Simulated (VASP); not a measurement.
# HfNbF3 (P6/mmm) in VASP: further runs

The runs below take HfNbF3 through single point, relaxation of cell and atoms, with PBE.

All numbers are computed with VASP 6.6.1; they aren't measurements. Logs are shortened: lines on timing, memory, paths and dates and some standing lists are left out, and cuts for length are marked.

## Step 1: The cell of the first run

Symmetry: P6/mmm, No. 191, hexagonal system. The conventional cell has a = 4.495 Å, b = 4.495 Å, c = 4.585 Å, α = 90.00°, β = 90.00°, γ = 120.00°. Within 3.0 Å of Hf (site symmetry 6/mmm) lie 6 F at 2.25 Å and 2 Nb at 2.29 Å. Nb (site symmetry 6/mmm) has 2 Hf at 2.29 Å within 3.0 Å. Within 3.0 Å of F (site symmetry mmm) lie 2 Hf at 2.25 Å and 4 F at 2.25 Å.

The cell was generated, and may not be a known phase.

## Step 2: Single point, PBE, collinear spin

Input file INCAR:

```
PREC = Accurate ; ENCUT = 520
EDIFF = 1E-7 ; ISMEAR = 0
SIGMA = 0.1 ; LREAL = F
LASPH = T ; NELM = 150
ALGO = Normal ; ISIF = 2
LWAVE = F ; LCHARG = F
ISPIN = 2 ; MAGMOM = -0.03 0.67 0.02 0.02 0.02
LORBIT = 11 ; LMAXMIX = 4
GGA = PE ; NBANDS = 34
```

Input file KPOINTS:

```
regular mesh
0
Gamma
  6 6 4
```

Input file POSCAR:

```
HfNbF3
1.0
    4.4951990800      0.0000000000      0.0000000000
   -2.2475995400      3.8929566000      0.0000000000
    0.0000000000      0.0000000000      4.5850478300
Hf Nb F
1 1 3
Direct
    0.0000000000      0.0000000000      0.5000000000
    0.0000000000      0.0000000000      0.0000000000
    0.5000000000      0.0000000000      0.5000000000
    0.0000000000      0.5000000000      0.5000000000
    0.5000000000      0.5000000000      0.5000000000
```

Potentials or basis: VASP PAW PBE potentials, release 64 (Hf_pv, Nb_sv, F).

Run with:

```console
$ cat potpaw_PBE.64/Hf_pv/POTCAR potpaw_PBE.64/Nb_sv/POTCAR potpaw_PBE.64/F/POTCAR > POTCAR
$ mpirun -np 1 vasp_std > vasp.out
```

OUTCAR:

```text
PREC = Accurate
   ENCUT = 520
   EDIFF = 1E-7
   ISMEAR = 0
   LREAL = F
   LASPH = T
   NELM = 150
   ISIF = 2
   ISPIN = 2
   LORBIT = 11
   GGA = PE

 ion  position               nearest neighbor table
   1  0.000  0.000  0.500-   3 2.25   3 2.25   5 2.25   4 2.25   4 2.25   5 2.25   2 2.29   2 2.29

   2  0.000  0.000  0.000-   1 2.29   1 2.29
   3  0.500  0.000  0.500-   1 2.25   1 2.25
   4  0.000  0.500  0.500-   1 2.25   1 2.25
   5  0.500  0.500  0.500-   1 2.25   1 2.25

  LATTYP: Found a hexagonal cell.
 ALAT       =     4.4951990800
 C/A-ratio  =     1.0199877132

  Lattice vectors:

 A1 = (   4.4951990800,   0.0000000000,   0.0000000000)
 A2 = (  -2.2475995400,   3.8929566000,   0.0000000000)
 A3 = (   0.0000000000,   0.0000000000,   4.5850478300)

Analysis of symmetry for initial positions (statically):
=====================================================================
 Subroutine PRICEL returns:
 Original cell was already a primitive cell.

 Routine SETGRP: Setting up the symmetry group for a
 hexagonal supercell.

 Subroutine GETGRP returns: Found 24 space group operations
 (whereof 24 operations were pure point group operations)
 out of a pool of 24 trial point group operations.

The static configuration has the point symmetry D_6h.

Analysis of symmetry for dynamics (positions and initial velocities):
=====================================================================
 Subroutine PRICEL returns:
 Original cell was already a primitive cell.

 Routine SETGRP: Setting up the symmetry group for a
 hexagonal supercell.

 Subroutine GETGRP returns: Found 24 space group operations
 (whereof 24 operations were pure point group operations)
 out of a pool of 24 trial point group operations.

The dynamic configuration has the point symmetry D_6h.

Analysis of structural, dynamic, and magnetic symmetry:
=====================================================================
 Subroutine PRICEL returns:
 Original cell was already a primitive cell.

 Routine SETGRP: Setting up the symmetry group for a
 hexagonal supercell.

 Subroutine GETGRP returns: Found 24 space group operations
 (whereof 24 operations were pure point group operations)
 out of a pool of 24 trial point group operations.

The overall configuration has the point symmetry D_6h.

 Subroutine INISYM returns: Found 24 space group operations
 (whereof 24 operations are pure point group operations),
 and found     1 'primitive' translations

----------------------------------------------------------------------------------------

                                     Primitive cell

  volume of cell :      80.2366

  direct lattice vectors                    reciprocal lattice vectors
     4.495199080  0.000000000  0.000000000     0.222459558  0.128437086  0.000000000
    -2.247599540  3.892956600  0.000000000     0.000000000  0.256874171  0.000000000
     0.000000000  0.000000000  4.585047830     0.000000000  0.000000000  0.218100233

  length of vectors
     4.495199080  4.495199081  4.585047830     0.256874171  0.256874171  0.218100233

  position of ions in fractional coordinates (direct lattice)
     0.000000000  0.000000000  0.500000000
     0.000000000  0.000000000  0.000000000
     0.500000000  0.000000000  0.500000000
     0.000000000  0.500000000  0.500000000
     0.500000000  0.500000000  0.500000000

  ion indices of the primitive-cell ions
   primitive index   ion index
                 1           1
                 2           2
                 3           3
                 4           4
                 5           5

----------------------------------------------------------------------------------------

 KPOINTS: regular mesh

Automatic generation of k-mesh.
 Grid dimensions read from file:
 generate k-points for:    6    6    4

 Generating k-lattice:

  Cartesian coordinates                     Fractional coordinates (reciprocal lattice)
     0.037076593  0.021406181  0.000000000     0.166666667  0.000000000  0.000000000
     0.000000000  0.042812362  0.000000000     0.000000000  0.166666667  0.000000000
     0.000000000  0.000000000  0.054525058     0.000000000  0.000000000  0.250000000

  Length of vectors
     0.042812362  0.042812362  0.054525058

  Shift w.r.t. Gamma in fractional coordinates (k-lattice)
     0.000000000  0.000000000  0.000000000

 Subroutine IBZKPT returns following result:
 ===========================================

 Found     21 irreducible k-points:

 Following reciprocal coordinates:
            Coordinates               Weight
  0.000000  0.000000  0.000000      1.000000
  0.166667  0.000000  0.000000      6.000000
  0.333333  0.000000  0.000000      6.000000
  0.500000 -0.000000  0.000000      3.000000
  0.166667  0.166667  0.000000      6.000000
  0.333333  0.166667  0.000000     12.000000
[... 13 lines left out ...]
  0.333333  0.166667  0.500000     12.000000
  0.333333  0.333333  0.500000      2.000000
   k-points           NKPTS =     21   k-points in BZ     NKDIM =     21   number of bands    NBANDS=     34
   number of dos      NEDOS =    301   number of ions     NIONS =      5
   total plane-waves  NPLWV =  46656
   dimension x,y,z NGX =    36 NGY =   36 NGZ =   36
   dimension x,y,z NGXF=    72 NGYF=   72 NGZF=   72
   ions per type =               1   1   3
   NGX,Y,Z   is equivalent  to a cutoff of  13.31, 13.31, 13.05 a.u.
   NGXF,Y,Z  is equivalent  to a cutoff of  26.63, 26.63, 26.11 a.u.
 SYSTEM =  unknown system
   PREC   = accura    normal or accurate (medium, high low for compatibility)
   ISTART =      0    job   : 0-new  1-cont  2-samecut
   ICHARG =      2    charge: 1-file 2-atom 10-const
   ISPIN  =      2    spin polarized calculation?
   LNONCOLLINEAR =      F non collinear calculations
   LSORBIT =      F    spin-orbit coupling
   LASPH  =      T    aspherical Exc in radial PAW
   ENCUT  =  520.0 eV  38.22 Ry    6.18 a.u.   8.36  8.36  8.53*2*pi/ulx,y,z
   NELM   =    150;   NELMIN=  2; NELMDL= -5     # of ELM steps
   EDIFF  = 0.1E-06   stopping-criterion for ELM
   LREAL  =      F    real-space projection
   EDIFFG = 0.1E-05   stopping-criterion for IOM
   NSW    =      0    number of steps for IOM
   IBRION =     -1    ionic relax: 0-MD 1-quasi-New 2-CG
   NFREE  =      0    steps in history (QN), initial steepest desc. (CG)
   ISIF   =      2    stress and relaxation
   ISYM   =      2    0-nonsym 1-usesym 2-fastsym
   POTIM  = 0.5000    time-step for ionic-motion
   TEBEG  =    0.0;   TEEND  =   0.0 temperature during run
   PSTRESS=    0.0 pullay stress
   NELECT =      44.0000    total number of electrons
   NUPDOWN=      -1.0000    fix difference up-down
   EMIN   =  10.00;   EMAX   =-10.00  energy-range for DOS
   EFERMI =   0.00;   METHOD = LEGACY
   ISMEAR =     0;   SIGMA  =   0.10  broadening in eV -4-tet -1-fermi 0-gaus
   EFERMI_NEDOS =   21; number of points for ismear=-14 and -15
   IALGO  =     38    algorithm
   IMIX   =      4    mixing-type and parameters
     AMIX     =   0.40;   BMIX     =  1.00
     AMIX_MAG =   1.60;   BMIX_MAG =  1.00
  volume/ion in A,a.u.               =      16.05       108.29
  Fermi-wavevector in a.u.,A,eV,Ry     =   1.339990  2.532214 24.430262  1.795574
  Thomas-Fermi vector in A             =   2.468338
   LORBIT       =     11    0 simple, 1 ext, 2 COOP (PROOUT), +10 PAW based schemes
   GGA     = PE    functional components
   LHFCALC =     F    Hartree Fock is set to
   AEXX    =    0.0000 exact exchange contribution
   IVDW    =     0    specifies the selected vdW correction
   LEPSILON=     F    determine dielectric tensor
   LRPA    =     F    only Hartree local field effects (RPA)
 spin polarized calculation
 Gauss-broadening in eV      SIGMA  =   0.10
  energy-cutoff  :      520.00
  volume of cell :       80.24
 maximum number of plane-waves:      2178
 NGX is ok and might be reduce to    36
   NGX = 17   NGY = 17   NGZ = 17

 number of electron      44.0000043 magnetization       1.3810017

 Free energy of the ion-electron system (eV)
  ---------------------------------------------------
  ext. energy  EPLUGINS =         0.00000000
  ---------------------------------------------------
  free energy    TOTEN  =       -29.05487599 eV

  energy without entropy =      -29.03985796  energy(sigma->0) =      -29.04736698

 E-fermi :   3.5960     XC(G=0):  -9.8623

 val. band max:        3.5752101744   @ k =   0.3333   0.3333   0.5000
 cond. band min:       3.6024764103   @ k =   0.1667   0.1667   0.5000
 fundamental gap:      0.0272662359
 Fermi energy:         3.5960215717

 spin component 1

 k-point     1 :       0.0000    0.0000    0.0000
  band No.  band energies     occupation
      1     -51.4413      1.00000
      2     -29.5724      1.00000
      3     -27.9279      1.00000
      4     -27.9279      1.00000
      5     -26.4120      1.00000
      6     -26.4120      1.00000
[... 26 lines left out ...]
     33      12.0594      0.00000
     34      13.1257      0.00000

 k-point     2 :       0.1667    0.0000    0.0000
  band No.  band energies     occupation
      1     -51.4412      1.00000
      2     -29.5720      1.00000
      3     -27.9332      1.00000
      4     -27.9293      1.00000
      5     -26.4480      1.00000
      6     -26.4224      1.00000
[... 26 lines left out ...]
     33      11.9597      0.00000
     34      13.1997      0.00000
[... 664 lines left out ...]
     33      12.0976      0.00000
     34      15.1704      0.00000

 k-point    21 :       0.3333    0.3333    0.5000
  band No.  band energies     occupation
      1     -51.4673      1.00000
      2     -27.8485      1.00000
      3     -27.8485      1.00000
      4     -27.6104      1.00000
      5     -26.9484      1.00000
      6     -26.6346      1.00000
[... 26 lines left out ...]
     33      12.2365      0.00000
     34      15.4006      0.00000
 Fermi energy:         3.5960215717

 spin component 2

 k-point     1 :       0.0000    0.0000    0.0000
  band No.  band energies     occupation
      1     -50.8631      1.00000
      2     -29.3979      1.00000
      3     -27.2222      1.00000
      4     -27.2222      1.00000
      5     -26.3254      1.00000
      6     -26.3254      1.00000
[... 26 lines left out ...]
     33      12.7930      0.00000
     34      14.0876      0.00000

 k-point     2 :       0.1667    0.0000    0.0000
  band No.  band energies     occupation
      1     -50.8631      1.00000
      2     -29.3974      1.00000
      3     -27.2341      1.00000
      4     -27.2255      1.00000
      5     -26.3542      1.00000
      6     -26.3338      1.00000
[... 26 lines left out ...]
     33      12.2169      0.00000
     34      14.1110      0.00000
[... 664 lines left out ...]
     33      12.1734      0.00000
     34      15.2589      0.00000

 k-point    21 :       0.3333    0.3333    0.5000
  band No.  band energies     occupation
      1     -50.8906      1.00000
      2     -27.2309      1.00000
      3     -27.0364      1.00000
      4     -27.0364      1.00000
      5     -26.9928      1.00000
      6     -26.6535      1.00000
[... 26 lines left out ...]
     33      12.3258      0.00000
     34      15.4951      0.00000

------------------------ aborting loop because EDIFF is reached ----------------------------------------

  FORCE on cell =-STRESS in cart. coord.  units (eV):
  Direction    XX          YY          ZZ          XY          YZ          ZX
  --------------------------------------------------------------------------------------
  -------------------------------------------------------------------------------------
  Total        1.5245143      1.5245143     18.1335371      0.0000000     -0.0000000     -0.0000000
  in kB       30.4417568     30.4417569    362.0935125      0.0000000     -0.0000000     -0.0000000
  external PRESSURE =     140.9923421 kB  Pullay stress =       0.0000000 kB

 VOLUME and BASIS-vectors are now :
 -----------------------------------------------------------------------------
  energy-cutoff  :      520.00
  volume of cell :       80.24
      direct lattice vectors                 reciprocal lattice vectors
     4.495199080  0.000000000  0.000000000     0.222459558  0.128437086  0.000000000
    -2.247599540  3.892956600  0.000000000     0.000000000  0.256874171  0.000000000
     0.000000000  0.000000000  4.585047830     0.000000000  0.000000000  0.218100233

 POSITION                                       TOTAL-FORCE (eV/Angst)
 -----------------------------------------------------------------------------------
      0.00000      0.00000      2.29252        -0.000000      0.000000      0.000000
      0.00000      0.00000      0.00000        -0.000000      0.000000      0.000000
      2.24760      0.00000      2.29252         0.000000      0.000000      0.000000
     -1.12380      1.94648      2.29252         0.000000      0.000000      0.000000
      1.12380      1.94648      2.29252        -0.000000      0.000000      0.000000
 -----------------------------------------------------------------------------------
    total drift:                                0.000000      0.000000      0.000000

  FREE ENERGIE OF THE ION-ELECTRON SYSTEM (eV)
  ---------------------------------------------------
  free  energy   TOTEN  =       -29.0548759939 eV

  energy  without entropy=      -29.0398579600  energy(sigma->0) =      -29.04736698

 total charge

# of ion       s       p       d       tot
------------------------------------------
    1        0.336   6.377   1.977   8.690
    2        2.142   5.890   3.102  11.134
    3        1.745   4.353   0.000   6.098
    4        1.745   4.353   0.000   6.098
    5        1.745   4.353   0.000   6.098
--------------------------------------------------
tot          7.712  25.327   5.079  38.118

 magnetization (x)

# of ion       s       p       d       tot
------------------------------------------
    1       -0.001   0.011  -0.053  -0.043
    2        0.031   0.004   0.831   0.866
    3        0.002   0.016   0.000   0.018
    4        0.002   0.016   0.000   0.018
    5        0.002   0.016   0.000   0.018
--------------------------------------------------
tot          0.035   0.064   0.778   0.877
```

It took 4.7 min on 1 thread of Intel Xeon 8259CL, shared host; peak memory 0.29 GiB.

Results:

- Free energy: -29.0549 eV
- Pressure: 14.1 GPa
- Net moment: 1.38 μB per cell
- Site moments: Hf -0.04; Nb +0.87; F +0.02 μB
- Valence electrons inside the program's atomic spheres: Hf 8.69; Nb 11.13; F 6.10

Caveat: the stress differs along the axes, from 3 to 36 GPa; spin-orbit coupling is left out, which moves the levels of the heavy elements.

## Step 3: Single point, PBE, collinear spin

This run uses another cell than the first one, of 20.30 Å³/atom.

Input file INCAR:

```
SYSTEM = HfNbF3
ALGO     = Normal         ! electronic algorithm
EDIFF    = 1E-7           ! SCF threshold, eV
ENCUT    = 520            ! plane-wave cutoff, eV
GGA      = PE             ! functional
ISIF     = 2              ! what is computed and relaxed
ISMEAR   = 0              ! smearing method
ISPIN    = 2              ! spin polarisation
LASPH    = .True.         ! aspherical terms in the spheres
LCHARG   = .True.         ! write CHGCAR
LELF     = .True.         ! ELF
LMAXMIX  = 4              ! l up to which the mixer works
LORBIT   = 11             ! projections on sites
LREAL    = .False.        ! projectors in reciprocal space
LVHAR    = .True.       
LWAVE    = .False.        ! write WAVECAR
MAGMOM   = 0.09 2.96 0.03 0.03 0.03 ! initial moments
NBANDS   = 34             ! bands
NELM     = 150            ! most SCF steps
PREC     = Accurate       ! precision mode
SIGMA    = 0.1            ! smearing width, eV
```

Input file KPOINTS:

```
k-points
0
Gamma
  6 6 4
  0 0 0
```

POSCAR: that of step 2 with these lines changed.

```diff
@@ -2,5 +2,5 @@
 1.0
-    4.4951990800      0.0000000000      0.0000000000
-   -2.2475995400      3.8929566000      0.0000000000
-    0.0000000000      0.0000000000      4.5850478300
+    4.3912076961      0.0000000000      0.0000000000
+   -2.1956038480      3.8028974181      0.0000000000
+    0.0000000000      0.0000000000      6.0782444272
 Hf Nb F
```

Potentials or basis: VASP PAW PBE potentials, release 64 (Hf_pv, Nb_sv, F).

Run with:

```console
$ cat potpaw_PBE.64/Hf_pv/POTCAR potpaw_PBE.64/Nb_sv/POTCAR potpaw_PBE.64/F/POTCAR > POTCAR
$ mpirun -np 1 vasp_std > vasp.out
```

Run time: 6.9 min. Hardware: 1 thread of Intel Xeon 8259CL, shared host; peak memory 0.35 GiB.

Results (log left out):

| Quantity | Value |
| --- | --- |
| Free energy | -31.2781 eV |
| Pressure | -1.1 GPa |
| Net moment | 4.48 μB per cell |
| Site moments | Hf +0.21; Nb +2.53; F +0.03 μB |
| Valence electrons inside the program's atomic spheres | Hf 7.90; Nb 10.66; F 6.12 |

Stress tensor (GPa, compression positive):
```
-1.50  0.00  0.00
 0.00 -1.50  0.00
 0.00  0.00 -0.21
```

Levels at points of the mesh, in eV from the Fermi level:
Spin up:
| k point | band 21 | band 22 | band 23 | band 24 | band 25 | band 26 | band 27 | band 28 |
| --- | --- | --- | --- | --- | --- | --- | --- | --- |
| (0.00, 0.00, 0.00) | -0.98 | -0.56 | -0.56 | -0.30 | -0.30 | 2.89 | 2.89 | 3.04 |
| (0.50, 0.00, 0.00) | -1.01 | -0.43 | -0.37 | 0.46 | 0.91 | 1.20 | 3.26 | 3.87 |
| (0.00, 0.00, 0.50) | -0.78 | -0.30 | -0.25 | -0.25 | 0.05 | 0.05 | 1.60 | 1.60 |
| (0.50, 0.00, 0.50) | -0.59 | -0.39 | -0.18 | -0.08 | 0.46 | 1.19 | 1.29 | 2.11 |
Spin down:
| k point | band 16 | band 17 | band 18 | band 19 | band 20 | band 21 | band 22 | band 23 | band 24 | band 25 |
| --- | --- | --- | --- | --- | --- | --- | --- | --- | --- | --- |
| (0.00, 0.00, 0.00) | -3.37 | -3.13 | -2.01 | -0.95 | -0.95 | 0.26 | 1.04 | 1.04 | 1.94 | 1.94 |
| (0.50, 0.00, 0.00) | -4.08 | -3.64 | -3.34 | -1.35 | -1.22 | 1.12 | 1.39 | 1.50 | 2.54 | 2.76 |
| (0.00, 0.00, 0.50) | -3.38 | -3.13 | -0.95 | -0.95 | -0.10 | 0.03 | 1.43 | 1.97 | 1.97 | 2.01 |
| (0.50, 0.00, 0.50) | -4.13 | -3.62 | -3.34 | -1.22 | 0.61 | 1.04 | 1.38 | 1.58 | 2.30 | 2.51 |

Caveat: spin-orbit coupling is left out, which moves the levels of the heavy elements.

(Continued in part 2 of 2.)
